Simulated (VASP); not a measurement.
AlP5:

```
Al P
1.0
     6.01824    0.00000    0.00000
    -3.00912    5.21195    0.00000
     0.00000    0.00000    3.92805
Al P
1 5
Direct
  0.00000 0.00000 0.50000
  0.50000 0.00000 0.50000
  0.00000 0.50000 0.50000
  0.50000 0.50000 0.50000
  0.33333 0.66667 0.50000
  0.66667 0.33333 0.50000
```

| Quantity | Value |
| --- | --- |
| Program | VASP 6.6.1 |
| Task | relaxation of cell and atoms |
| Functional | PBE |
| Potentials or basis | VASP PAW PBE potentials, release 64 (Al, P) |
| Cutoff | 600 eV |
| k mesh | 3 × 3 × 4 |
| Occupations | gaussian, width 0.1 eV |
| Spin | no spin polarisation |

At the start: pressure 56.7 GPa; volume 20.54 Å³/atom.

**Question.** Where does the relaxation end?

**Answer.** Over 17 steps the energy falls by 2297.4 meV/atom and the volume is 21.38 Å³/atom (+4.1 %); space group P6/mmm (No. 191, to 0.05 Å).

The path:
```tsv
step	energy change (eV)	largest force (eV/Å)	pressure (GPa)	volume (Å³)
1	0.0000	0.0000	56.70	123.21
2	-5.8514	0.0000	-7.47	285.97
3	-11.0187	0.0000	-1.40	189.00
4	-11.0244	0.0000	-1.00	187.55
5	-11.0244	0.0000	-0.59	186.13
6	-11.0786	0.0000	-0.68	182.61
7	-11.2494	0.0000	-0.80	172.03
8	-11.7719	0.0000	-0.98	150.77
9	-12.7034	0.0000	16.91	107.87
10	-12.5742	0.0000	-2.41	140.16
11	-13.6651	0.0000	2.12	124.05
12	-13.6809	0.0000	3.26	122.05
13	-13.7146	0.0000	3.65	121.68
14	-13.7148	0.0000	3.62	121.70
15	-13.7530	0.0000	2.33	123.74
16	-13.7817	0.0000	-0.60	129.52
17	-13.7842	0.0000	-0.04	128.27
```

Final structure:
```
Al P
1.0
     7.64971    0.00000    0.00000
    -3.82486    6.62484    0.00000
     0.00000    0.00000    2.53107
Al P
1 5
Direct
  0.00000 0.00000 0.50000
  0.50000 0.00000 0.50000
  0.00000 0.50000 0.50000
  0.50000 0.50000 0.50000
  0.33333 0.66667 0.50000
  0.66667 0.33333 0.50000
```

Caveat: the k points lie up to 0.62 Å⁻¹ apart in the final cell.
